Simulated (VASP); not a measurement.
# MgO (Cm) in VASP: a series of runs

The runs below take MgO through single point, with LDA.

Program: VASP 6.6.1. These are calculated values, not measurements. Logs are shortened: lines on timing, memory, paths and dates and some standing lists are left out, and cuts for length are marked.

**1. The cell of the first run**

Symmetry: Cm, No. 8, monoclinic system. The conventional cell has a = 5.884 Å, b = 5.884 Å, c = 4.161 Å, α = 90.00°, β = 90.00°, γ = 90.00°. Mg (site symmetry m) has 6 O at 1.88 to 2.31 Å within 2.5 Å. Within 2.8 Å of Mg (site symmetry m) lie 6 O at 2.08 Å and 1 Mg at 2.63 Å. Within 2.8 Å of Mg (site symmetry 1) lie 6 O at 2.08 Å and 1 Mg at 2.72 Å. Within 2.5 Å of O (site symmetry 1) lie 6 Mg at 1.88 to 2.31 Å. Within 2.7 Å of O (site symmetry m) lie 6 Mg at 2.00 to 2.21 Å. O (site symmetry m) has 6 Mg at 2.08 Å within 2.8 Å.

**2. Single point, LDA (atom 1 (Mg) moved by -0.312 Å along [1 1 0] and -0.104 Å along [0 0 1])**

The input, INCAR:

```
SYSTEM = MgO
PREC     = Accurate       ! precision mode
ENCUT    = 520            ! plane-wave cutoff, eV
EDIFF    = 1E-6           ! SCF threshold, eV
ISMEAR   = 0              ! smearing method
SIGMA    = 0.05           ! smearing width, eV
LREAL    = .False.        ! projectors in reciprocal space
LASPH    = .True.         ! aspherical terms in the spheres
NELM     = 80             ! most SCF steps
ALGO     = Normal         ! electronic algorithm
ISIF     = 2              ! what is computed and relaxed
LWAVE    = .False.        ! write WAVECAR
LCHARG   = .True.         ! write CHGCAR
GGA      = CA             ! functional
LELF     = .True.         ! ELF
LVHAR    = .True.       
NBANDS   = 26             ! bands
```

The input, KPOINTS:

```
regular mesh
0
Gamma
  6 6 6
  0 0 0
```

The input, POSCAR:

```
MgO
1.0
    4.1607146133      0.0000000000      0.0000000000
    0.0000000000     -4.1607146133      0.0000000000
    0.0000000000      0.0000000000     -4.1607146133
Mg O
4 4
Direct
   -0.0530239000      1.0530239000      1.0249957062
    0.5000000000      0.5000000000      1.0000000000
    0.5000000000      1.0000000000      0.5000000000
    0.0000000000      0.5000000000      0.5000000000
    0.5000000000      0.0000000000      0.0000000000
    0.0000000000      0.5000000000      0.0000000000
    0.0000000000      0.0000000000      0.5000000000
    0.5000000000      0.5000000000      0.5000000000
```

Potentials or basis: VASP PAW LDA potentials, release 64 (Mg, O).

Command:

```sh
cat potpaw_LDA.64/Mg/POTCAR potpaw_LDA.64/O/POTCAR > POTCAR
mpirun -np 1 vasp_std > vasp.out
```

OUTCAR:

```text
SYSTEM = MgO
   PREC = Accurate
   ENCUT = 520
   EDIFF = 1E-6
   ISMEAR = 0
   LREAL = .False.
   LASPH = .True.
   NELM = 80
   ISIF = 2
   GGA = CA

 ion  position               nearest neighbor table
   1  0.947  0.053  0.025-   5 1.88   6 1.88   7 2.00   7 2.21   5 2.31   6 2.31   2 2.63   4 2.72
                             3 2.72   3 2.88   4 2.88   2 2.96   2 2.96   4 3.04   3 3.04   3 3.18
   2  0.500  0.500  0.000-   5 2.08   6 2.08   8 2.08   8 2.08   5 2.08   6 2.08   1 2.63   4 2.94
                             4 2.94   3 2.94   3 2.94   3 2.94   4 2.94   3 2.94   4 2.94   1 2.96
   3  0.500  0.000  0.500-   5 2.08   7 2.08   8 2.08   5 2.08   8 2.08   7 2.08   1 2.72   1 2.88
                             4 2.94   2 2.94   4 2.94   2 2.94   2 2.94   4 2.94   2 2.94   4 2.94
   4  0.000  0.500  0.500-   6 2.08   7 2.08   8 2.08   6 2.08   7 2.08   8 2.08   1 2.72   1 2.88
                             3 2.94   3 2.94   2 2.94   2 2.94   3 2.94   2 2.94   2 2.94   3 2.94
   5  0.500  0.000  0.000-   1 1.88   2 2.08   3 2.08   3 2.08   2 2.08   1 2.31
   6  0.000  0.500  0.000-   1 1.88   2 2.08   4 2.08   4 2.08   2 2.08   1 2.31
   7  0.000  0.000  0.500-   1 2.00   3 2.08   4 2.08   4 2.08   3 2.08   1 2.21
   8  0.500  0.500  0.500-   2 2.08   3 2.08   4 2.08   2 2.08   3 2.08   4 2.08

  LATTYP: Found a simple cubic cell.
 ALAT       =     4.1607146133

  Lattice vectors:

 A1 = (   4.1607146133,   0.0000000000,   0.0000000000)
 A2 = (   0.0000000000,  -4.1607146133,   0.0000000000)
 A3 = (   0.0000000000,   0.0000000000,  -4.1607146133)

Analysis of symmetry for initial positions (statically):
=====================================================================
 Subroutine PRICEL returns:
 Original cell was already a primitive cell.

 Routine SETGRP: Setting up the symmetry group for a
 simple cubic supercell.

 Subroutine GETGRP returns: Found  2 space group operations
 (whereof  2 operations were pure point group operations)
 out of a pool of 48 trial point group operations.

The static configuration has the point symmetry C_1h.

Analysis of symmetry for dynamics (positions and initial velocities):
=====================================================================
 Subroutine PRICEL returns:
 Original cell was already a primitive cell.

 Routine SETGRP: Setting up the symmetry group for a
 simple cubic supercell.

 Subroutine GETGRP returns: Found  2 space group operations
 (whereof  2 operations were pure point group operations)
 out of a pool of 48 trial point group operations.

The dynamic configuration has the point symmetry C_1h.

 Subroutine INISYM returns: Found  2 space group operations
 (whereof  2 operations are pure point group operations),
[... 117 lines left out ...]
   TEBEG  =    0.0;   TEEND  =   0.0 temperature during run
   PSTRESS=    0.0 pullay stress
   NELECT =      32.0000    total number of electrons
   NUPDOWN=      -1.0000    fix difference up-down
   EMIN   =  10.00;   EMAX   =-10.00  energy-range for DOS
   EFERMI =   0.00;   METHOD = LEGACY
   ISMEAR =     0;   SIGMA  =   0.05  broadening in eV -4-tet -1-fermi 0-gaus
   EFERMI_NEDOS =   21; number of points for ismear=-14 and -15
   IALGO  =     38    algorithm
   IMIX   =      4    mixing-type and parameters
     AMIX     =   0.40;   BMIX     =  1.00
     AMIX_MAG =   1.60;   BMIX_MAG =  1.00
  volume/ion in A,a.u.               =       9.00        60.76
  Fermi-wavevector in a.u.,A,eV,Ry     =   1.249176  2.360600 21.231078  1.560440
  Thomas-Fermi vector in A             =   2.383228
   LORBIT       =      0    0 simple, 1 ext, 2 COOP (PROOUT), +10 PAW based schemes
   GGA     = CA    functional components
   LHFCALC =     F    Hartree Fock is set to
   AEXX    =    0.0000 exact exchange contribution
   IVDW    =     0    specifies the selected vdW correction
   LEPSILON=     F    determine dielectric tensor
   LRPA    =     F    only Hartree local field effects (RPA)
 non-spin polarized calculation
 Gauss-broadening in eV      SIGMA  =   0.05
  energy-cutoff  :      520.00
  volume of cell :       72.03
 maximum number of plane-waves:      1956
   NGX = 15   NGY = 15   NGZ = 15

 number of electron      32.0000014 magnetization

 Free energy of the ion-electron system (eV)
  ---------------------------------------------------
  ext. energy  EPLUGINS =         0.00000000
  ---------------------------------------------------
  free energy    TOTEN  =       -53.17852585 eV

  energy without entropy =      -53.17852585  energy(sigma->0) =      -53.17852585

 E-fermi :   3.3604     XC(G=0): -11.7576

 val. band max:        3.1535164064   @ k =   0.0000   0.0000   0.0000
 cond. band min:       8.1464908508   @ k =   0.0000   0.0000   0.0000
 fundamental gap:      4.9929744445
 Fermi energy:         3.3603626181

 k-point     1 :       0.0000    0.0000    0.0000
  band No.  band energies     occupation
      1     -14.0595      2.00000
      2     -12.3618      2.00000
      3     -12.3526      2.00000
      4     -12.2792      2.00000
      5      -1.1715      2.00000
      6      -1.1411      2.00000
[... 685 lines left out ...]
     25      15.6924      0.00000
     26      16.5722      0.00000

 [... further k-points ...]

------------------------ aborting loop because EDIFF is reached ----------------------------------------

  FORCE on cell =-STRESS in cart. coord.  units (eV):
  Direction    XX          YY          ZZ          XY          YZ          ZX
  --------------------------------------------------------------------------------------
  -------------------------------------------------------------------------------------
  Total        1.3282014      1.3282014     -0.3143520     -0.2022818     -0.0667619     -0.0667618
  in kB       29.5440980     29.5440980     -6.9923476     -4.4994926     -1.4850299     -1.4850298
  external PRESSURE =      17.3652828 kB  Pullay stress =       0.0000000 kB

 VOLUME and BASIS-vectors are now :
 -----------------------------------------------------------------------------
  energy-cutoff  :      520.00
  volume of cell :       72.03
      direct lattice vectors                 reciprocal lattice vectors
     4.160714613  0.000000000  0.000000000     0.240343329  0.000000000  0.000000000
     0.000000000 -4.160714613  0.000000000     0.000000000 -0.240343329  0.000000000
     0.000000000  0.000000000 -4.160714613     0.000000000  0.000000000 -0.240343329

 POSITION                                       TOTAL-FORCE (eV/Angst)
 -----------------------------------------------------------------------------------
      3.94010     -0.22062     -0.10400         2.587463      2.587463      0.966950
      2.08036     -2.08036      0.00000        -0.675967     -0.675967      0.102782
      2.08036      0.00000     -2.08036        -0.604741      0.199347     -0.310649
      0.00000     -2.08036     -2.08036         0.199347     -0.604741     -0.310649
      2.08036      0.00000      0.00000        -1.009100     -0.238743     -0.108884
      0.00000     -2.08036      0.00000        -0.238743     -1.009100     -0.108884
      0.00000      0.00000     -2.08036        -0.327851     -0.327851     -0.267110
      2.08036     -2.08036     -2.08036         0.069592      0.069592      0.036444
 -----------------------------------------------------------------------------------
    total drift:                                0.000006      0.000006      0.000092

  FREE ENERGIE OF THE ION-ELECTRON SYSTEM (eV)
  ---------------------------------------------------
  free  energy   TOTEN  =       -53.1785258498 eV

  energy  without entropy=      -53.1785258498  energy(sigma->0) =      -53.17852585
```

stdout:

```text
POSCAR found type information on POSCAR MgO
 POSCAR found :  2 types and       8 ions
 scaLAPACK will be used
 LDA part: xc-table for (Slater(with rela. corr.)+CA(PZ))
 , standard interpolation
 POSCAR, INCAR and KPOINTS ok, starting setup
 FFT: planning ... GRIDC
 FFT: planning ... GRID_SOFT
 FFT: planning ... GRID
 WAVECAR not read
 entering main loop
```

Wall time 76 s (1 thread of Intel Xeon 6975P-C, shared host); peak memory 0.22 GiB.

What came out:

| Quantity | Value |
| --- | --- |
| Free energy | -53.1785 eV |
| Pressure | 1.7 GPa |
| Largest force | 3.785 eV/Å |
| Band gap on the k mesh | 4.99 eV, direct |

Forces in eV/Å, atoms in the order of the input:
```
Mg   2.587  2.587  0.967
Mg  -0.676 -0.676  0.103
Mg  -0.605  0.199 -0.311
Mg   0.199 -0.605 -0.311
O   -1.009 -0.239 -0.109
O   -0.239 -1.009 -0.109
O   -0.328 -0.328 -0.267
O    0.070  0.070  0.036
```

Stress tensor (GPa, compression positive):
```
 2.95 -0.45 -0.15
-0.45  2.95 -0.15
-0.15 -0.15 -0.70
```

Levels at points of the mesh, in eV from the valence-band top:
```csv
k point,band 13,band 14,band 15,band 16,band 17,band 18,band 19,band 20
"(0.00, 0.00, 0.00)",-1.39,-0.05,-0.03,0.00,4.99,8.80,8.97,9.01
"(0.50, 0.00, 0.00)",-0.84,-0.83,-0.77,-0.73,8.16,8.39,10.60,11.24
"(0.00, 0.00, 0.50)",-0.86,-0.79,-0.77,-0.76,8.25,8.36,10.69,11.00
"(0.50, 0.50, 0.00)",-0.81,-0.72,-0.70,-0.61,9.37,9.63,9.67,9.87
"(0.00, 0.50, 0.50)",-0.76,-0.75,-0.73,-0.60,9.45,9.58,9.70,9.82
"(0.50, 0.50, 0.50)",-0.72,-0.69,-0.61,-0.58,7.83,7.97,7.97,8.03
```

Caveat: the cell differs from its parent crystal (atom 1 (Mg) moved by -0.312 Å along [1 1 0] and -0.104 Å along [0 0 1]); forces of over 1 eV/Å act on the atoms, so gaps and moduli don't describe the material at rest.

**3. Single point, LDA (atom 1 (Mg) moved by -0.520 Å along [1 1 0] and -0.312 Å along [0 0 1])**

The input, INCAR:

```
ALGO = Normal
EDIFF = 1E-6
ENCUT = 520
GGA = CA
ISIF = 2
ISMEAR = 0
LASPH = T
LCHARG = F
LREAL = F
LWAVE = F
NBANDS = 26
NELM = 100
PREC = Accurate
SIGMA = 0.05
```

The input, KPOINTS:

```
k-points
0
Gamma
  6 6 6
```

POSCAR: that of step 2 with these lines changed.

```diff
@@ -8,3 +8,3 @@
 Direct
-   -0.0530239000      1.0530239000      1.0249957062
+   -0.0883731667      1.0883731667      1.0749871186
     0.5000000000      0.5000000000      1.0000000000
```

Potentials or basis: VASP PAW LDA potentials, release 64 (Mg, O).

Command:

```sh
cat potpaw_LDA.64/Mg/POTCAR potpaw_LDA.64/O/POTCAR > POTCAR
mpirun -np 1 vasp_std > vasp.out
```

Wall time 82 s (1 thread of Intel Xeon 6975P-C, shared host); peak memory 0.22 GiB.

Results (log left out):

```
Free energy            : -51.7555 eV
Pressure               : 9.4 GPa
Largest force          : 6.740 eV/Å
Band gap on the k mesh : 4.88 eV, direct
```

Forces in eV/Å, atoms in the order of the input:
```
Mg   4.309  4.309  2.880
Mg  -1.302 -1.302  0.399
Mg  -1.179  0.430 -1.076
Mg   0.430 -1.179 -1.076
O   -2.019 -0.108 -0.080
O   -0.108 -2.019 -0.080
O   -0.304 -0.304 -1.127
O    0.173  0.173  0.161
```

Stress tensor (GPa, compression positive):
```
10.62 -2.22 -1.56
-2.22 10.62 -1.56
-1.56 -1.56  6.87
```

Levels at points of the mesh, in eV from the valence-band top:
```
           k point  band 12  band 13  band 14  band 15  band 16  band 17  band 18  band 19  band 20  band 21
(0.00, 0.00, 0.00)    -1.39    -1.38    -0.16    -0.16     0.00     4.88     8.39     9.05     9.08     9.78
(0.50, 0.00, 0.00)    -1.75    -0.97    -0.93    -0.84    -0.67     7.91     8.36    10.11    11.00    11.29
(0.00, 0.00, 0.50)    -1.74    -0.92    -0.90    -0.88    -0.70     7.97     8.34    10.13    10.92    11.34
(0.50, 0.50, 0.00)    -1.80    -0.94    -0.86    -0.81    -0.41     8.96     9.54     9.64     9.95    10.90
(0.00, 0.50, 0.50)    -1.82    -0.90    -0.88    -0.84    -0.39     8.99     9.51     9.65     9.93    10.97
(0.50, 0.50, 0.50)    -0.86    -0.86    -0.77    -0.40    -0.37     7.50     7.98     7.98     8.08    12.00
```

Caveat: the cell differs from its parent crystal (atom 1 (Mg) moved by -0.520 Å along [1 1 0] and -0.312 Å along [0 0 1]); forces of over 1 eV/Å act on the atoms, so gaps and moduli don't describe the material at rest.

**4. Single point, LDA (atom 1 (Mg) moved by -0.520 Å along [1 1 0] and -0.416 Å along [0 0 1])**

The input, INCAR:

```
SYSTEM = MgO
PREC = Accurate
ENCUT = 520
EDIFF = 1E-6
ISMEAR = 0
SIGMA = 0.05
LREAL = .False.
LASPH = .True.
NELM = 60
ALGO = Normal
ISIF = 2
LWAVE = .False.
LCHARG = .True.
LELF = .True.
LVHAR = .True.
NBANDS = 26
```

The input, KPOINTS:

```
Automatic mesh
0
Gamma
  6 6 6
  0 0 0
```

POSCAR: that of step 3 with these lines changed.

```diff
@@ -8,3 +8,3 @@
 Direct
-   -0.0883731667      1.0883731667      1.0749871186
+   -0.0883731667      1.0883731667      1.0999828247
     0.5000000000      0.5000000000      1.0000000000
```

Potentials or basis: VASP PAW LDA potentials, release 64 (Mg, O).

Command:

```sh
cat potpaw_LDA.64/Mg/POTCAR potpaw_LDA.64/O/POTCAR > POTCAR
mpirun -np 1 vasp_std > vasp.out
```

OUTCAR:

```text
SYSTEM = MgO
   PREC = Accurate
   ENCUT = 520
   EDIFF = 1E-6
   ISMEAR = 0
   LREAL = .False.
   LASPH = .True.
   NELM = 60
   ISIF = 2

 ion  position               nearest neighbor table
   1  0.912  0.088  0.100-   7 1.74   6 1.80   5 1.80   4 2.42   3 2.42   2 2.46   5 2.51   6 2.51
                             7 2.55   4 2.98   3 2.98   2 3.02   2 3.02   3 3.05   4 3.05   2 3.49
   2  0.500  0.500  0.000-   5 2.08   6 2.08   8 2.08   8 2.08   5 2.08   6 2.08   1 2.46   4 2.94
                             4 2.94   3 2.94   3 2.94   3 2.94   4 2.94   3 2.94   4 2.94   1 3.02
   3  0.500  0.000  0.500-   5 2.08   7 2.08   8 2.08   5 2.08   8 2.08   7 2.08   1 2.42   4 2.94
                             2 2.94   4 2.94   2 2.94   2 2.94   4 2.94   2 2.94   4 2.94   1 2.98
   4  0.000  0.500  0.500-   6 2.08   7 2.08   8 2.08   6 2.08   7 2.08   8 2.08   1 2.42   3 2.94
                             3 2.94   2 2.94   2 2.94   3 2.94   2 2.94   2 2.94   3 2.94   1 2.98
   5  0.500  0.000  0.000-   1 1.80   2 2.08   3 2.08   3 2.08   2 2.08   1 2.51
   6  0.000  0.500  0.000-   1 1.80   2 2.08   4 2.08   4 2.08   2 2.08   1 2.51
   7  0.000  0.000  0.500-   1 1.74   3 2.08   4 2.08   4 2.08   3 2.08   1 2.55
   8  0.500  0.500  0.500-   2 2.08   3 2.08   4 2.08   2 2.08   3 2.08   4 2.08

  LATTYP: Found a simple cubic cell.
 ALAT       =     4.1607146133
[... 206 lines left out ...]
      5      -1.2686      2.00000
      6      -1.1159      2.00000
[... 685 lines left out ...]
     25      15.8026      0.00000
     26      16.3676      0.00000

 [... further k-points ...]

------------------------ aborting loop because EDIFF is reached ----------------------------------------

  FORCE on cell =-STRESS in cart. coord.  units (eV):
  Direction    XX          YY          ZZ          XY          YZ          ZX
  --------------------------------------------------------------------------------------
  -------------------------------------------------------------------------------------
  Total        4.5364467      4.5364467      6.2622586     -0.8474830     -1.1757064     -1.1757064
  in kB      100.9073066    100.9073066    139.2957265    -18.8511473    -26.1520457    -26.1520466
  external PRESSURE =     113.7034465 kB  Pullay stress =       0.0000000 kB

 VOLUME and BASIS-vectors are now :
 -----------------------------------------------------------------------------
  energy-cutoff  :      520.00
  volume of cell :       72.03
      direct lattice vectors                 reciprocal lattice vectors
     4.160714613  0.000000000  0.000000000     0.240343329  0.000000000  0.000000000
     0.000000000 -4.160714613  0.000000000     0.000000000 -0.240343329  0.000000000
     0.000000000  0.000000000 -4.160714613     0.000000000  0.000000000 -0.240343329

 POSITION                                       TOTAL-FORCE (eV/Angst)
 -----------------------------------------------------------------------------------
      3.79302     -0.36770     -0.41600         3.635519      3.635519      5.198009
      2.08036     -2.08036      0.00000        -1.244154     -1.244154      0.508401
      2.08036      0.00000     -2.08036        -1.367974      0.489055     -1.445103
      0.00000     -2.08036     -2.08036         0.489055     -1.367974     -1.445103
      2.08036      0.00000      0.00000        -1.612989     -0.165048     -0.201330
      0.00000     -2.08036      0.00000        -0.165048     -1.612989     -0.201330
      0.00000      0.00000     -2.08036         0.062871      0.062871     -2.624235
      2.08036     -2.08036     -2.08036         0.202720      0.202720      0.210691
 -----------------------------------------------------------------------------------
    total drift:                                0.000224      0.000224      0.000022

  FREE ENERGIE OF THE ION-ELECTRON SYSTEM (eV)
  ---------------------------------------------------
  free  energy   TOTEN  =       -51.3451614750 eV

  energy  without entropy=      -51.3451614750  energy(sigma->0) =      -51.34516147
```

stdout:

```text
POSCAR found type information on POSCAR MgO
 POSCAR found :  2 types and       8 ions
 scaLAPACK will be used
 LDA part: xc-table for (Slater(with rela. corr.)+CA(PZ))
 , standard interpolation
 POSCAR, INCAR and KPOINTS ok, starting setup
 FFT: planning ... GRIDC
 FFT: planning ... GRID_SOFT
 FFT: planning ... GRID
 WAVECAR not read
 entering main loop
```

It took 3 min on 1 thread of AMD EPYC, shared host; peak memory 0.19 GiB.

What came out:

| Quantity | Value |
| --- | --- |
| Free energy | -51.3452 eV |
| Pressure | 11.4 GPa |
| Largest force | 7.311 eV/Å |
| Band gap on the k mesh | 4.84 eV, direct |

Forces in eV/Å, atoms in the order of the input:
```
Mg   3.636  3.636  5.198
Mg  -1.244 -1.244  0.508
Mg  -1.368  0.489 -1.445
Mg   0.489 -1.368 -1.445
O   -1.613 -0.165 -0.201
O   -0.165 -1.613 -0.201
O    0.063  0.063 -2.624
O    0.203  0.203  0.211
```

Caveat: the cell differs from its parent crystal (atom 1 (Mg) moved by -0.520 Å along [1 1 0] and -0.416 Å along [0 0 1]); forces of over 1 eV/Å act on the atoms, so gaps and moduli don't describe the material at rest.

(Continued in part 2 of 2.)
